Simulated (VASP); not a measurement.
# Bi2Se3 (R-3m) in VASP: single point with PBE+D3(BJ)

Aim: the single point of Bi2Se3 with PBE+D3(BJ).

All numbers are computed with VASP 6.6.1; they aren't measurements. Logs are shortened: lines on timing, memory, paths and dates and some standing lists are left out, and cuts for length are marked.

## 1. The cell of the first run

It takes space group R-3m (No. 166, trigonal). Conventional cell: a = 4.144 Å, b = 4.144 Å, c = 28.479 Å, α = 90.00°, β = 90.00°, γ = 120.00°. Bi (site symmetry 3m) has 6 Se at 2.86 to 3.07 Å within 3.8 Å. Se (site symmetry -3m) has 6 Bi at 3.07 Å and 12 Se at 4.14 to 4.24 Å within 4.3 Å. Se (site symmetry 3m) has 3 Bi at 2.86 Å and 3 Se at 3.46 Å within 3.8 Å.

## 2. Single point, PBE+D3(BJ)

INCAR reads:

```
SYSTEM = Bi2Se3
PREC = Accurate ; ENCUT = 520
EDIFF = 1E-6 ; ISMEAR = 0
SIGMA = 0.01 ; LREAL = .FALSE.
LASPH = .TRUE. ; NELM = 60
ALGO = Normal ; ISIF = 2
LWAVE = .FALSE. ; LCHARG = .TRUE.
GGA = PE ; IVDW = 12
LELF = .TRUE. ; LVHAR = .TRUE.
NBANDS = 32
```

KPOINTS reads:

```
regular mesh
0
G
  12 12 12
  0 0 0
```

POSCAR reads:

```
Bi2Se3
1.0
    2.0718049493      1.1961571452      9.4928789612
   -2.0718049493      1.1961571452      9.4928789612
    0.0000000000     -2.3923142903      9.4928789612
Bi Se
2 3
Direct
    0.4008312190      0.4008312190      0.4008312190
    0.5991687810      0.5991687810      0.5991687810
    0.0000000000      0.0000000000      0.0000000000
    0.2106243931      0.2106243931      0.2106243931
    0.7893756069      0.7893756069      0.7893756069
```

Potentials or basis: VASP PAW PBE potentials, release 64 (Bi_d, Se).

Run with:

```bash
cat potpaw_PBE.64/Bi_d/POTCAR potpaw_PBE.64/Se/POTCAR > POTCAR
mpirun -np 1 vasp_std > vasp.out
```

OUTCAR:

```text
SYSTEM = Bi2Se3
   PREC = Accurate
   ENCUT = 520
   EDIFF = 1E-6
   ISMEAR = 0
   LREAL = .FALSE.
   LASPH = .TRUE.
   NELM = 60
   ISIF = 2
   GGA = PE
   IVDW = 12
 IVDW          = 12

 ion  position               nearest neighbor table
   1  0.401  0.401  0.401-   5 2.86   5 2.86   5 2.86   3 3.07   3 3.07   3 3.07
   2  0.599  0.599  0.599-   4 2.86   4 2.86   4 2.86   3 3.07   3 3.07   3 3.07
   3  0.000  0.000  0.000-   2 3.07   1 3.07   2 3.07   2 3.07   1 3.07   1 3.07
   4  0.211  0.211  0.211-   2 2.86   2 2.86   2 2.86
   5  0.789  0.789  0.789-   1 2.86   1 2.86   1 2.86

  LATTYP: Found a trigonal (rhomboedric) cell.
 ALAT       =     9.7896842971
 COS(alpha) =     0.9104242703

  Lattice vectors:

 A1 = (   2.0718049493,   1.1961571452,   9.4928789612)
 A2 = (  -2.0718049493,   1.1961571452,   9.4928789612)
 A3 = (   0.0000000000,  -2.3923142903,   9.4928789612)

Analysis of symmetry for initial positions (statically):
=====================================================================
 Subroutine PRICEL returns:
 Original cell was already a primitive cell.

 Routine SETGRP: Setting up the symmetry group for a
 trigonal (rhombohedral) supercell.

 Subroutine GETGRP returns: Found 12 space group operations
 (whereof 12 operations were pure point group operations)
 out of a pool of 12 trial point group operations.

The static configuration has the point symmetry D_3d.

Analysis of symmetry for dynamics (positions and initial velocities):
=====================================================================
 Subroutine PRICEL returns:
 Original cell was already a primitive cell.

 Routine SETGRP: Setting up the symmetry group for a
 trigonal (rhombohedral) supercell.

 Subroutine GETGRP returns: Found 12 space group operations
 (whereof 12 operations were pure point group operations)
 out of a pool of 12 trial point group operations.

The dynamic configuration has the point symmetry D_3d.

 Subroutine INISYM returns: Found 12 space group operations
 (whereof 12 operations are pure point group operations),
 and found     1 'primitive' translations

----------------------------------------------------------------------------------------

                                     Primitive cell

  volume of cell :     141.1518

  direct lattice vectors                    reciprocal lattice vectors
     2.071804949  1.196157145  9.492878961     0.241335460  0.139335093  0.035114040
    -2.071804949  1.196157145  9.492878961    -0.241335460  0.139335093  0.035114040
     0.000000000 -2.392314290  9.492878961     0.000000000 -0.278670185  0.035114040

  length of vectors
     9.789684297  9.789684297  9.789684297     0.280873758  0.280873758  0.280873758

  position of ions in fractional coordinates (direct lattice)
     0.400831219  0.400831219  0.400831219
     0.599168781  0.599168781  0.599168781
     0.000000000  0.000000000  0.000000000
     0.210624393  0.210624393  0.210624393
     0.789375607  0.789375607  0.789375607

  ion indices of the primitive-cell ions
   primitive index   ion index
                 1           1
                 2           2
                 3           3
                 4           4
                 5           5

----------------------------------------------------------------------------------------

 KPOINTS: regular mesh

Automatic generation of k-mesh.
 Grid dimensions read from file:
 generate k-points for:   12   12   12

 Generating k-lattice:

  Cartesian coordinates                     Fractional coordinates (reciprocal lattice)
     0.020111288  0.011611258  0.002926170     0.083333333 -0.000000000  0.000000000
    -0.020111288  0.011611258  0.002926170    -0.000000000  0.083333333  0.000000000
     0.000000000 -0.023222515  0.002926170     0.000000000  0.000000000  0.083333333

  Length of vectors
     0.023406147  0.023406147  0.023406147

  Shift w.r.t. Gamma in fractional coordinates (k-lattice)
     0.000000000  0.000000000  0.000000000

 Subroutine IBZKPT returns following result:
 ===========================================

 Found    189 irreducible k-points:

 Following reciprocal coordinates:
            Coordinates               Weight
  0.000000  0.000000  0.000000      1.000000
  0.083333  0.000000  0.000000      6.000000
  0.166667  0.000000  0.000000      6.000000
  0.250000 -0.000000  0.000000      6.000000
  0.333333 -0.000000  0.000000      6.000000
  0.416667  0.000000  0.000000      6.000000
[... 16 lines left out ...]
  0.500000  0.166667  0.000000     12.000000
 -0.416667  0.166667 -0.000000     12.000000
 [... further k-points ...]
   k-points           NKPTS =    189   k-points in BZ     NKDIM =    189   number of bands    NBANDS=     32
   number of dos      NEDOS =    301   number of ions     NIONS =      5
   total plane-waves  NPLWV = 512000
   dimension x,y,z NGX =    80 NGY =   80 NGZ =   80
   dimension x,y,z NGXF=   160 NGYF=  160 NGZF=  160
   ions per type =               2   3
   NGX,Y,Z   is equivalent  to a cutoff of  13.59, 13.59, 13.59 a.u.
   NGXF,Y,Z  is equivalent  to a cutoff of  27.17, 27.17, 27.17 a.u.
 SYSTEM =  Bi2Se3
   PREC   = accura    normal or accurate (medium, high low for compatibility)
   ISTART =      0    job   : 0-new  1-cont  2-samecut
   ICHARG =      2    charge: 1-file 2-atom 10-const
   ISPIN  =      1    spin polarized calculation?
   LNONCOLLINEAR =      F non collinear calculations
   LSORBIT =      F    spin-orbit coupling
   LASPH  =      T    aspherical Exc in radial PAW
   ENCUT  =  520.0 eV  38.22 Ry    6.18 a.u.  18.20 18.20 18.20*2*pi/ulx,y,z
   NELM   =     60;   NELMIN=  2; NELMDL= -5     # of ELM steps
   EDIFF  = 0.1E-05   stopping-criterion for ELM
   LREAL  =      F    real-space projection
[... 7 lines left out ...]
   TEBEG  =    0.0;   TEEND  =   0.0 temperature during run
   PSTRESS=    0.0 pullay stress
   NELECT =      48.0000    total number of electrons
   NUPDOWN=      -1.0000    fix difference up-down
   EMIN   =  10.00;   EMAX   =-10.00  energy-range for DOS
   EFERMI =   0.00;   METHOD = LEGACY
   ISMEAR =     0;   SIGMA  =   0.01  broadening in eV -4-tet -1-fermi 0-gaus
   EFERMI_NEDOS =   21; number of points for ismear=-14 and -15
   IALGO  =     38    algorithm
   IMIX   =      4    mixing-type and parameters
     AMIX     =   0.40;   BMIX     =  1.00
     AMIX_MAG =   1.60;   BMIX_MAG =  1.00
  volume/ion in A,a.u.               =      28.23       190.51
  Fermi-wavevector in a.u.,A,eV,Ry     =   1.142685  2.159361 17.765518  1.305729
  Thomas-Fermi vector in A             =   2.279382
   LORBIT       =      0    0 simple, 1 ext, 2 COOP (PROOUT), +10 PAW based schemes
   GGA     = PE    functional components
   LHFCALC =     F    Hartree Fock is set to
   AEXX    =    0.0000 exact exchange contribution
   IVDW    =    12    specifies the selected vdW correction
   LEPSILON=     F    determine dielectric tensor
   LRPA    =     F    only Hartree local field effects (RPA)
 non-spin polarized calculation
 Gauss-broadening in eV      SIGMA  =   0.01
  energy-cutoff  :      520.00
  volume of cell :      141.15
 maximum number of plane-waves:      3840
 NGX is ok and might be reduce to    80
   NGX = 37   NGY = 37   NGZ = 37

 number of electron      47.9999996 magnetization

 Free energy of the ion-electron system (eV)
  ---------------------------------------------------
  ext. energy  EPLUGINS =         0.00000000
  ---------------------------------------------------
  free energy    TOTEN  =       -20.14801036 eV

  energy without entropy =      -20.14801036  energy(sigma->0) =      -20.14801036

 E-fermi :   5.1828     XC(G=0):  -9.5314

 val. band max:        5.0726127308   @ k =   0.0000   0.0000   0.0000
 cond. band min:       5.2359147326   @ k =   0.0000   0.0000   0.0000
 fundamental gap:      0.1633020019
 Fermi energy:         5.1828386185

 k-point     1 :       0.0000    0.0000    0.0000
  band No.  band energies     occupation
      1     -18.1014      2.00000
      2     -18.1014      2.00000
      3     -18.0996      2.00000
      4     -18.0996      2.00000
      5     -18.0944      2.00000
      6     -18.0917      2.00000
[... 24 lines left out ...]
     31      10.8495      0.00000
     32      12.0029      0.00000

 k-point     2 :       0.0833    0.0000    0.0000
  band No.  band energies     occupation
      1     -18.1023      2.00000
      2     -18.1003      2.00000
      3     -18.0997      2.00000
      4     -18.0979      2.00000
      5     -18.0933      2.00000
      6     -18.0907      2.00000
[... 24 lines left out ...]
     31      10.7556      0.00000
     32      11.2033      0.00000

 k-point     3 :       0.1667    0.0000    0.0000
  band No.  band energies     occupation
      1     -18.1052      2.00000
      2     -18.1027      2.00000
      3     -18.0952      2.00000
      4     -18.0934      2.00000
      5     -18.0906      2.00000
      6     -18.0882      2.00000
[... 24 lines left out ...]
     31      10.1011      0.00000
     32      11.0273      0.00000

 k-point     4 :       0.2500   -0.0000    0.0000
  band No.  band energies     occupation
      1     -18.1099      2.00000
      2     -18.1065      2.00000
      3     -18.0914      2.00000
      4     -18.0904      2.00000
      5     -18.0884      2.00000
      6     -18.0868      2.00000
[... 24 lines left out ...]
     31       9.5639      0.00000
     32      11.2758      0.00000

 k-point     5 :       0.3333   -0.0000    0.0000
  band No.  band energies     occupation
      1     -18.1151      2.00000
      2     -18.1108      2.00000
      3     -18.0942      2.00000
      4     -18.0893      2.00000
      5     -18.0890      2.00000
      6     -18.0855      2.00000
[... 584 lines left out ...]
     31      10.1850      0.00000
     32      10.2513      0.00000

 k-point    22 :       0.4167    0.1667    0.0000
  band No.  band energies     occupation
      1     -18.1114      2.00000
      2     -18.1078      2.00000
      3     -18.0927      2.00000
      4     -18.0913      2.00000
      5     -18.0891      2.00000
      6     -18.0880      2.00000
[... 24 lines left out ...]
     31      10.0644      0.00000
     32      10.8200      0.00000

 k-point    23 :       0.5000    0.1667    0.0000
  band No.  band energies     occupation
      1     -18.1139      2.00000
      2     -18.1096      2.00000
      3     -18.0938      2.00000
      4     -18.0922      2.00000
      5     -18.0887      2.00000
      6     -18.0877      2.00000
[... 24 lines left out ...]
     31      10.0492      0.00000
     32      10.8828      0.00000

 k-point    24 :      -0.4167    0.1667   -0.0000
  band No.  band energies     occupation
      1     -18.1148      2.00000
      2     -18.1103      2.00000
      3     -18.0943      2.00000
      4     -18.0925      2.00000
      5     -18.0890      2.00000
      6     -18.0878      2.00000
[... 24 lines left out ...]
     31       9.9327      0.00000
     32      10.9298      0.00000

 [... further k-points ...]

------------------------ aborting loop because EDIFF is reached ----------------------------------------

 Edisp (eV)   -2.01341

 E8    (eV) :    -0.9111

  FORCE on cell =-STRESS in cart. coord.  units (eV):
  Direction    XX          YY          ZZ          XY          YZ          ZX
  --------------------------------------------------------------------------------------
  -------------------------------------------------------------------------------------
  Total       0.01961     0.01961     0.01921     0.00000     0.00000     0.00000
  in kB       0.22259     0.22259     0.21800     0.00000     0.00000     0.00000
  external pressure =        0.22 kB  Pullay stress =        0.00 kB

 VOLUME and BASIS-vectors are now :
 -----------------------------------------------------------------------------
  energy-cutoff  :      520.00
  volume of cell :      141.15
      direct lattice vectors                 reciprocal lattice vectors
     2.071804949  1.196157145  9.492878961     0.241335460  0.139335093  0.035114040
    -2.071804949  1.196157145  9.492878961    -0.241335460  0.139335093  0.035114040
     0.000000000 -2.392314290  9.492878961     0.000000000 -0.278670185  0.035114040

 POSITION                                       TOTAL-FORCE (eV/Angst)
 -----------------------------------------------------------------------------------
      0.00000      0.00000     11.41513         0.000000     -0.000000     -0.012949
      0.00000      0.00000     17.06351         0.000000      0.000000      0.012949
      0.00000      0.00000      0.00000         0.000000     -0.000000      0.000000
      0.00000      0.00000      5.99830         0.000000     -0.000000     -0.013485
      0.00000      0.00000     22.48034         0.000000      0.000000      0.013485
 -----------------------------------------------------------------------------------
    total drift:                                0.000000      0.000000     -0.000000

  FREE ENERGIE OF THE ION-ELECTRON SYSTEM (eV)
  ---------------------------------------------------
  free  energy   TOTEN  =       -22.1614192765 eV

  energy  without entropy=      -22.1614192765  energy(sigma->0) =      -22.16141928
```

Wall time 1.8 h (1 thread of Oxide Virtual Turin-like, shared host); peak memory 1.3 GiB.

What came out:

* Free energy: -22.1614 eV
* Pressure: 0.0 GPa
* Largest force: 0.013 eV/Å
* Band gap on the k mesh: 0.16 eV
* Dispersion energy per atom: -0.403 eV

Forces in eV/Å, atoms in the order of the input:
```
Bi   0.000  0.000 -0.013
Bi   0.000  0.000  0.013
Se   0.000  0.000  0.000
Se   0.000  0.000 -0.013
Se   0.000  0.000  0.013
```

Caveat: spin-orbit coupling is left out, which moves the levels of the heavy elements. A k mesh can miss the band edges.
